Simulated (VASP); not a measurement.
# Ge (I4_132) in VASP: notebook

The runs below take Ge through single point, relaxation of cell and atoms, with PBE.

All numbers are computed with VASP 6.6.1; they aren't measurements. Logs are shortened: lines on timing, memory, paths and dates and some standing lists are left out, and cuts for length are marked.

## 1. The cell of the first run

The structure is cubic, space group I4_132 (No. 214). The conventional cell has a = 6.921 Å, b = 6.921 Å, c = 6.921 Å, α = 90.00°, β = 90.00°, γ = 90.00°. Ge (site symmetry 32) has 3 Ge at 2.45 Å within 3.2 Å.

## 2. Single point, PBE

INCAR

```
ALGO     = Normal         # electronic algorithm
EDIFF    = 1E-6           # SCF threshold, eV
ENCUT    = 520            # plane-wave cutoff, eV
GGA      = PE             # functional
ISIF     = 2              # what is computed and relaxed
ISMEAR   = 0              # smearing method
LASPH    = T              # aspherical terms in the spheres
LCHARG   = F              # write CHGCAR
LREAL    = F              # projectors in reciprocal space
LWAVE    = F              # write WAVECAR
NBANDS   = 36             # bands
NELM     = 100            # most SCF steps
PREC     = Accurate       # precision mode
SIGMA    = 0.1            # smearing width, eV
```

KPOINTS

```
k-points
0
Gamma
  10 10 10
```

POSCAR

```
Ge
1.0
   -3.4602511317      3.4602511317      3.4602511317
    3.4602511317     -3.4602511317      3.4602511317
    3.4602511317      3.4602511317     -3.4602511317
Ge
4
Direct
    0.7500000000      0.7500000000      0.7500000000
    0.5000000000      0.0000000000      0.7500000000
    0.0000000000      0.7500000000      0.5000000000
    0.7500000000      0.5000000000      0.0000000000
```

Potentials or basis: VASP PAW PBE potentials, release 64 (Ge_d).

Launch:

```console
cat potpaw_PBE.64/Ge_d/POTCAR > POTCAR
mpirun -np 1 vasp_std > vasp.out
```

OUTCAR:

```text
EDIFF = 1E-6
   ENCUT = 520
   GGA = PE
   ISIF = 2
   ISMEAR = 0
   LASPH = T
   LREAL = F
   NELM = 100
   PREC = Accurate

 ion  position               nearest neighbor table
   1  0.750  0.750  0.750-   2 2.45   3 2.45   4 2.45
   2  0.500  0.000  0.750-   1 2.45   4 2.45   3 2.45
   3  0.000  0.750  0.500-   1 2.45   2 2.45   4 2.45
   4  0.750  0.500  0.000-   1 2.45   3 2.45   2 2.45

  LATTYP: Found a body centered cubic cell.
 ALAT       =     6.9205022634

  Lattice vectors:

 A1 = (  -3.4602511317,   3.4602511317,   3.4602511317)
 A2 = (   3.4602511317,  -3.4602511317,   3.4602511317)
 A3 = (   3.4602511317,   3.4602511317,  -3.4602511317)

Analysis of symmetry for initial positions (statically):
=====================================================================
 Subroutine PRICEL returns:
 Original cell was already a primitive cell.

 Routine SETGRP: Setting up the symmetry group for a
 body centered cubic supercell.

 Subroutine GETGRP returns: Found 24 space group operations
 (whereof  3 operations were pure point group operations)
 out of a pool of 48 trial point group operations.

The static configuration has the point symmetry C_3 .
 The point group associated with its full space group is O   .

Analysis of symmetry for dynamics (positions and initial velocities):
=====================================================================
 Subroutine PRICEL returns:
 Original cell was already a primitive cell.

 Routine SETGRP: Setting up the symmetry group for a
 body centered cubic supercell.

 Subroutine GETGRP returns: Found 24 space group operations
 (whereof  3 operations were pure point group operations)
 out of a pool of 48 trial point group operations.

The dynamic configuration has the point symmetry C_3 .
 The point group associated with its full space group is O   .

 Subroutine INISYM returns: Found 24 space group operations
 (whereof  3 operations are pure point group operations),
 and found     1 'primitive' translations

----------------------------------------------------------------------------------------

                                     Primitive cell

  volume of cell :     165.7230

  direct lattice vectors                    reciprocal lattice vectors
    -3.460251132  3.460251132  3.460251132     0.000000000  0.144498183  0.144498183
     3.460251132 -3.460251132  3.460251132     0.144498183  0.000000000  0.144498183
     3.460251132  3.460251132 -3.460251132     0.144498183  0.144498183  0.000000000

  length of vectors
     5.993330767  5.993330767  5.993330767     0.204351290  0.204351290  0.204351290

  position of ions in fractional coordinates (direct lattice)
     0.750000000  0.750000000  0.750000000
     0.500000000  0.000000000  0.750000000
     0.000000000  0.750000000  0.500000000
     0.750000000  0.500000000  0.000000000

  ion indices of the primitive-cell ions
   primitive index   ion index
                 1           1
                 2           2
                 3           3
                 4           4

----------------------------------------------------------------------------------------

 KPOINTS: k-points

Automatic generation of k-mesh.
 Grid dimensions read from file:
 generate k-points for:   10   10   10

 Generating k-lattice:

  Cartesian coordinates                     Fractional coordinates (reciprocal lattice)
     0.000000000  0.014449818  0.014449818     0.100000000  0.000000000  0.000000000
     0.014449818  0.000000000  0.014449818     0.000000000  0.100000000  0.000000000
     0.014449818  0.014449818  0.000000000     0.000000000  0.000000000  0.100000000

  Length of vectors
     0.020435129  0.020435129  0.020435129

  Shift w.r.t. Gamma in fractional coordinates (k-lattice)
     0.000000000  0.000000000  0.000000000

 Subroutine IBZKPT returns following result:
 ===========================================

 Found     47 irreducible k-points:

 Following reciprocal coordinates:
            Coordinates               Weight
  0.000000  0.000000  0.000000      1.000000
  0.100000  0.000000  0.000000     12.000000
  0.200000  0.000000  0.000000     12.000000
  0.300000  0.000000  0.000000     12.000000
  0.400000  0.000000  0.000000     12.000000
  0.500000  0.000000  0.000000      6.000000
[... 16 lines left out ...]
  0.300000  0.300000  0.100000      8.000000
 -0.300000  0.300000  0.100000     24.000000
 [... further k-points ...]
   k-points           NKPTS =     47   k-points in BZ     NKDIM =     47   number of bands    NBANDS=     36
   number of dos      NEDOS =    301   number of ions     NIONS =      4
   total plane-waves  NPLWV = 110592
   dimension x,y,z NGX =    48 NGY =   48 NGZ =   48
   dimension x,y,z NGXF=    96 NGYF=   96 NGZF=   96
   ions per type =               4
   NGX,Y,Z   is equivalent  to a cutoff of  13.31, 13.31, 13.31 a.u.
   NGXF,Y,Z  is equivalent  to a cutoff of  26.63, 26.63, 26.63 a.u.
 SYSTEM =  unknown system
   PREC   = accura    normal or accurate (medium, high low for compatibility)
   ISTART =      0    job   : 0-new  1-cont  2-samecut
   ICHARG =      2    charge: 1-file 2-atom 10-const
   ISPIN  =      1    spin polarized calculation?
   LNONCOLLINEAR =      F non collinear calculations
   LSORBIT =      F    spin-orbit coupling
   LASPH  =      T    aspherical Exc in radial PAW
   ENCUT  =  520.0 eV  38.22 Ry    6.18 a.u.  11.14 11.14 11.14*2*pi/ulx,y,z
   NELM   =    100;   NELMIN=  2; NELMDL= -5     # of ELM steps
   EDIFF  = 0.1E-05   stopping-criterion for ELM
   LREAL  =      F    real-space projection
   EDIFFG = 0.1E-04   stopping-criterion for IOM
   NSW    =      0    number of steps for IOM
   IBRION =     -1    ionic relax: 0-MD 1-quasi-New 2-CG
   NFREE  =      0    steps in history (QN), initial steepest desc. (CG)
   ISIF   =      2    stress and relaxation
   ISYM   =      2    0-nonsym 1-usesym 2-fastsym
   POTIM  = 0.5000    time-step for ionic-motion
   TEBEG  =    0.0;   TEEND  =   0.0 temperature during run
   PSTRESS=    0.0 pullay stress
   NELECT =      56.0000    total number of electrons
   NUPDOWN=      -1.0000    fix difference up-down
   EMIN   =  10.00;   EMAX   =-10.00  energy-range for DOS
   EFERMI =   0.00;   METHOD = LEGACY
   ISMEAR =     0;   SIGMA  =   0.10  broadening in eV -4-tet -1-fermi 0-gaus
   EFERMI_NEDOS =   21; number of points for ismear=-14 and -15
   IALGO  =     38    algorithm
   IMIX   =      4    mixing-type and parameters
     AMIX     =   0.40;   BMIX     =  1.00
     AMIX_MAG =   1.60;   BMIX_MAG =  1.00
  volume/ion in A,a.u.               =      41.43       279.59
  Fermi-wavevector in a.u.,A,eV,Ry     =   1.140276  2.154809 17.690687  1.300229
  Thomas-Fermi vector in A             =   2.276978
   LORBIT       =      0    0 simple, 1 ext, 2 COOP (PROOUT), +10 PAW based schemes
   GGA     = PE    functional components
   LHFCALC =     F    Hartree Fock is set to
   AEXX    =    0.0000 exact exchange contribution
   IVDW    =     0    specifies the selected vdW correction
   LEPSILON=     F    determine dielectric tensor
   LRPA    =     F    only Hartree local field effects (RPA)
 non-spin polarized calculation
 Gauss-broadening in eV      SIGMA  =   0.10
  energy-cutoff  :      520.00
  volume of cell :      165.72
 maximum number of plane-waves:      4508
 NGX is ok and might be reduce to    48
   NGX = 23   NGY = 23   NGZ = 23

 number of electron      56.0000016 magnetization

 Free energy of the ion-electron system (eV)
  ---------------------------------------------------
  ext. energy  EPLUGINS =         0.00000000
  ---------------------------------------------------
  free energy    TOTEN  =       -14.56157396 eV

  energy without entropy =      -14.54355400  energy(sigma->0) =      -14.55256398

 E-fermi :   0.4450     XC(G=0):  -6.9869

 val. band max:        0.4444561258   @ k =  -0.3000   0.3000   0.3000
 cond. band min:       0.4526072463   @ k =   0.2000   0.1000   0.0000
 fundamental gap:      0.0081511205
 Fermi energy:         0.4449825936

 k-point     1 :       0.0000    0.0000    0.0000
  band No.  band energies     occupation
      1     -24.2517      2.00000
      2     -24.2517      2.00000
      3     -24.2198      2.00000
      4     -24.2198      2.00000
      5     -24.2198      2.00000
      6     -24.1950      2.00000
[... 28 lines left out ...]
     35       8.0537      0.00000
     36       8.0538      0.00000

 k-point     2 :       0.1000    0.0000    0.0000
  band No.  band energies     occupation
      1     -24.2509      2.00000
      2     -24.2503      2.00000
      3     -24.2217      2.00000
      4     -24.2195      2.00000
      5     -24.2179      2.00000
      6     -24.1956      2.00000
[... 28 lines left out ...]
     35       7.2099      0.00000
     36       7.5156      0.00000

 k-point     3 :       0.2000    0.0000    0.0000
  band No.  band energies     occupation
      1     -24.2490      2.00000
      2     -24.2466      2.00000
      3     -24.2232      2.00000
      4     -24.2187      2.00000
      5     -24.2159      2.00000
      6     -24.1971      2.00000
[... 28 lines left out ...]
     35       6.3458      0.00000
     36       6.7071      0.00000

 k-point     4 :       0.3000    0.0000    0.0000
  band No.  band energies     occupation
      1     -24.2464      2.00000
      2     -24.2410      2.00000
      3     -24.2243      2.00000
      4     -24.2185      2.00000
      5     -24.2141      2.00000
      6     -24.1993      2.00000
[... 28 lines left out ...]
     35       5.8649      0.00000
     36       6.1323      0.00000

 k-point     5 :       0.4000    0.0000    0.0000
  band No.  band energies     occupation
      1     -24.2441      2.00000
      2     -24.2351      2.00000
      3     -24.2250      2.00000
      4     -24.2196      2.00000
      5     -24.2126      2.00000
      6     -24.2014      2.00000
[... 655 lines left out ...]
 k-point    22 :      -0.2000    0.2000    0.1000
  band No.  band energies     occupation
      1     -24.2490      2.00000
      2     -24.2444      2.00000
      3     -24.2226      2.00000
      4     -24.2185      2.00000
      5     -24.2163      2.00000
      6     -24.1976      2.00000
[... 28 lines left out ...]
     35       6.3823      0.00000
     36       6.6645      0.00000

 k-point    23 :       0.3000    0.3000    0.1000
  band No.  band energies     occupation
      1     -24.2364      2.00000
      2     -24.2335      2.00000
      3     -24.2305      2.00000
      4     -24.2254      2.00000
      5     -24.2044      2.00000
      6     -24.2030      2.00000
[... 28 lines left out ...]
     35       5.7582      0.00000
     36       6.7885      0.00000

 k-point    24 :      -0.3000    0.3000    0.1000
  band No.  band energies     occupation
      1     -24.2462      2.00000
      2     -24.2391      2.00000
      3     -24.2234      2.00000
      4     -24.2185      2.00000
      5     -24.2145      2.00000
      6     -24.1999      2.00000
[... 28 lines left out ...]
     35       5.9031      0.00000
     36       6.1063      0.00000

 [... further k-points ...]
[... 5 lines left out ...]
  --------------------------------------------------------------------------------------
  -------------------------------------------------------------------------------------
  Total       -0.0428826     -0.0428826     -0.0428826      0.0000000      0.0000000      0.0000000
  in kB       -0.4145805     -0.4145805     -0.4145805      0.0000000      0.0000000      0.0000000
  external PRESSURE =      -0.4145805 kB  Pullay stress =       0.0000000 kB

 VOLUME and BASIS-vectors are now :
 -----------------------------------------------------------------------------
  energy-cutoff  :      520.00
  volume of cell :      165.72
      direct lattice vectors                 reciprocal lattice vectors
    -3.460251132  3.460251132  3.460251132     0.000000000  0.144498183  0.144498183
     3.460251132 -3.460251132  3.460251132     0.144498183  0.000000000  0.144498183
     3.460251132  3.460251132 -3.460251132     0.144498183  0.144498183  0.000000000

 POSITION                                       TOTAL-FORCE (eV/Angst)
 -----------------------------------------------------------------------------------
      2.59519      2.59519      2.59519         0.000000     -0.000000      0.000000
      0.86506      4.32531     -0.86506        -0.000000      0.000000     -0.000000
      4.32531     -0.86506      0.86506         0.000000     -0.000000     -0.000000
     -0.86506      0.86506      4.32531        -0.000000      0.000000      0.000000
 -----------------------------------------------------------------------------------
    total drift:                               -0.000000      0.000000      0.000000

  FREE ENERGIE OF THE ION-ELECTRON SYSTEM (eV)
  ---------------------------------------------------
  free  energy   TOTEN  =       -14.5615739571 eV

  energy  without entropy=      -14.5435540049  energy(sigma->0) =      -14.55256398
```

Wall time 3.6 min (1 thread of Intel Xeon Platinum 8259CL at 2.50GHz (Skylake/Cascade Lake), shared host); peak memory 0.43 GiB.

What came out:

| Property | Result |
| --- | --- |
| Free energy | -14.5616 eV |
| Pressure | 0.0 GPa |
| Band gap on the k mesh | zero (band 28 reaches 1.06 eV, above the bottom of band 29 at -0.13 eV) |

Levels at points of the mesh, in eV from the Fermi level:
```
           k point  band 26  band 27  band 28  band 29  band 30  band 31
(0.00, 0.00, 0.00)    -2.79    -0.58    -0.58    -0.58     2.92     2.96
(0.50, 0.00, 0.00)    -2.48    -0.30    -0.12     0.45     0.88     1.64
(0.50, 0.50, 0.50)    -2.87    -1.82     0.61     1.21     1.21     1.21
```

## 3. Relaxation of cell and atoms, PBE

This run uses another cell than the first one, of 40.88 Å³/atom, 0.987 times its volume.

INCAR

```
SYSTEM = Ge
PREC = Accurate ; ENCUT = 600
EDIFF = 1E-6 ; ISMEAR = 0
SIGMA = 0.1 ; LREAL = .FALSE.
LASPH = .TRUE. ; NELM = 100
ALGO = Normal ; ISIF = 3
LWAVE = .FALSE. ; LCHARG = .FALSE.
GGA = PE ; IBRION = 2
NSW = 100 ; EDIFFG = -0.01
```

KPOINTS

```
regular mesh
0
G
  10 10 10
  0 0 0
```

POSCAR

```
Ge
1.0
   -3.4448719546      3.4448719546      3.4448719546
    3.4448719546     -3.4448719546      3.4448719546
    3.4448719546      3.4448719546     -3.4448719546
Ge
4
Direct
    0.7500000000      0.7500000000      0.7500000000
    0.5000000000      0.0000000000      0.7500000000
    0.0000000000      0.7500000000      0.5000000000
    0.7500000000      0.5000000000      0.0000000000
```

Potentials or basis: VASP PAW PBE potentials, release 64 (Ge_d).

Launch:

```console
cat potpaw_PBE.64/Ge_d/POTCAR > POTCAR
mpirun -np 1 vasp_std > vasp.out
```

Wall time 12 min (1 thread of Intel Xeon Platinum 8259CL at 2.50GHz (Skylake/Cascade Lake), shared host); peak memory 0.48 GiB.

The run converged. Its results:

```yaml
Free_energy: -14.5617 eV
Relaxed_volume: 41.43 Å³/atom
Relaxed_cell: a = 5.993 Å, b = 5.993 Å, c = 5.993 Å, α = 109.47°, β = 109.47°, γ = 109.47°
Space_group_after_relaxing_to_0.05_Å: I4_132 (No. 214)
Energy_gained_by_relaxing: 0.5 meV/atom
Ionic_steps: 5
Pressure_after_relaxing: 0.0 GPa
Band_gap_on_the_k_mesh: zero (band 28 reaches 1.06 eV, above the bottom of band 29 at -0.13 eV)
```

Step by step:
| step | energy change (eV) | largest force (eV/Å) | pressure (GPa) | volume (Å³) |
| --- | --- | --- | --- | --- |
| 1 | 0.0000 | 0.0000 | 0.28 | 163.52 |
| 2 | -0.0019 | 0.0000 | 0.16 | 165.20 |
| 3 | -0.0008 | 0.0000 | -0.25 | 167.44 |
| 4 | -0.0020 | 0.0000 | -0.10 | 166.05 |
| 5 | -0.0021 | 0.0000 | -0.01 | 165.71 |

Final structure:
```
Ge
1.0
    -3.46016    3.46016    3.46016
     3.46016   -3.46016    3.46016
     3.46016    3.46016   -3.46016
Ge
4
Direct
  0.75000 0.75000 0.75000
  0.50000 0.00000 0.75000
  0.00000 0.75000 0.50000
  0.75000 0.50000 0.00000
```

Levels at points of the mesh, in eV from the Fermi level:
| k point | band 24 | band 25 | band 26 | band 27 | band 28 | band 29 | band 30 | band 31 | band 32 | band 33 |
| --- | --- | --- | --- | --- | --- | --- | --- | --- | --- | --- |
| (0.00, 0.00, 0.00) | -7.16 | -2.79 | -2.79 | -0.58 | -0.58 | -0.58 | 2.92 | 2.96 | 2.96 | 2.96 |
| (0.50, 0.00, 0.00) | -5.34 | -2.90 | -2.48 | -0.30 | -0.12 | 0.45 | 0.88 | 1.64 | 3.40 | 3.99 |
| (0.50, 0.50, 0.50) | -2.87 | -2.87 | -2.87 | -1.82 | 0.61 | 1.21 | 1.21 | 1.21 | 3.47 | 3.47 |

(Part 1 of 2 ends here.)
